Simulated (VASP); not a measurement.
Be6N:

```
Be N
1.0
     3.89950    0.00000    0.00000
    -1.94975    3.37707    0.00000
     0.00000    0.00000    3.30427
Be N
6 1
Direct
  0.00000 0.33361 0.50000
  0.66639 0.66639 0.50000
  0.33361 0.00000 0.50000
  0.00000 0.66639 0.50000
  0.33361 0.33361 0.50000
  0.66639 0.00000 0.50000
  0.00000 0.00000 0.00000
```

- Program: VASP 6.6.1
- Task: relaxation of cell and atoms
- Functional: PBE
- Potentials or basis: VASP PAW PBE potentials, release 64 (Be, N)
- Cutoff: 600 eV
- k mesh: 6 × 6 × 6
- Occupations: gaussian, width 0.1 eV
- Spin: no spin polarisation

At the start: pressure 218.1 GPa; volume 6.22 Å³/atom.

Question: Where does the relaxation end?

Answer: Over 19 steps the energy falls by 5694.2 meV/atom and the volume is 9.51 Å³/atom (+53.1 %); space group P6/mmm (No. 191, to 0.05 Å).

The path:
| step | energy change (eV) | largest force (eV/Å) | pressure (GPa) | volume (Å³) |
| --- | --- | --- | --- | --- |
| 1 | 0.0000 | 0.0711 | 218.07 | 43.51 |
| 2 | -34.6614 | 0.4338 | -11.21 | 113.39 |
| 3 | -34.9001 | 0.4633 | -1.26 | 97.53 |
| 4 | -34.9979 | 0.4531 | -5.68 | 103.33 |
| 5 | -34.9965 | 0.4560 | -4.66 | 101.88 |
| 6 | -35.7886 | 0.0114 | -5.50 | 95.76 |
| 7 | -38.3182 | 1.0035 | -4.19 | 76.60 |
| 8 | 38.9667 | 4.1969 | 449.39 | 34.61 |
| 9 | -38.4506 | 1.0938 | -3.58 | 75.45 |
| 10 | -35.6689 | 2.4135 | 47.40 | 55.62 |
| 11 | -38.8331 | 1.2090 | -0.45 | 72.10 |
| 12 | -39.0753 | 1.3793 | 4.46 | 68.18 |
| 13 | -39.4028 | 1.2621 | 4.57 | 66.71 |
| 14 | -39.3958 | 1.2280 | 4.37 | 66.48 |
| 15 | -39.7372 | 0.4825 | -1.81 | 68.35 |
| 16 | -39.7766 | 0.1197 | -3.92 | 69.21 |
| 17 | -39.8527 | 0.0728 | -1.11 | 67.22 |
| 18 | -39.8544 | 0.0392 | -1.51 | 67.47 |
| 19 | -39.8597 | 0.0069 | -0.05 | 66.60 |

Final structure:
```
Be N
1.0
     6.23556    0.00000    0.00000
    -3.11778    5.40016    0.00000
     0.00000    0.00000    1.97786
Be N
6 1
Direct
  0.00000 0.33783 0.50000
  0.66217 0.66217 0.50000
  0.33783 0.00000 0.50000
  0.00000 0.66217 0.50000
  0.33783 0.33783 0.50000
  0.66217 0.00000 0.50000
  0.00000 0.00000 0.00000
```

Caveat: the volume moved by over 15 % at a fixed basis, so the end points are rough.
